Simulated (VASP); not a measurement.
A run of VASP 6.6.1:

File INCAR:

```
SYSTEM = InSb
ALGO = Normal ; EDIFF = 1E-6
ENCUT = 520 ; GGA = PS
ISIF = 2 ; ISMEAR = 0
LASPH = .TRUE. ; LCHARG = .FALSE.
LREAL = .FALSE. ; LWAVE = .FALSE.
NBANDS = 16 ; NELM = 100
PREC = Accurate ; SIGMA = 0.15
```

Contents of KPOINTS:

```
k-points
0
G
  12 12 12
  0 0 0
```

The input POSCAR:

```
InSb
1.0
    0.0000000000      3.2391000000      3.2876865000
    3.2391000000      0.0000000000      3.2876865000
    3.2391000000      3.2391000000      0.0000000000
In Sb
1 1
Direct
    0.0000000000      0.0000000000      0.0000000000
    0.7500000000      0.7500000000      0.7500000000
```

Potentials or basis: VASP PAW PBE potentials, release 64 (In_d, Sb).

Run with:

```bash
$ cat potpaw_PBE.64/In_d/POTCAR potpaw_PBE.64/Sb/POTCAR > POTCAR
$ mpirun -np 1 vasp_std > vasp.out
```

Hardware: 1 thread of Intel(R) Xeon(R) 6975P-C (Granite Rapids), with other jobs on the host.

**Question.** Estimate the wall time of this run.

**Answer.** Run time: 2.3 min on 1 thread of Intel(R) Xeon(R) 6975P-C (Granite Rapids) (shared host), peak memory 0.32 GiB. Counts: scf iterations 12, k points 163.
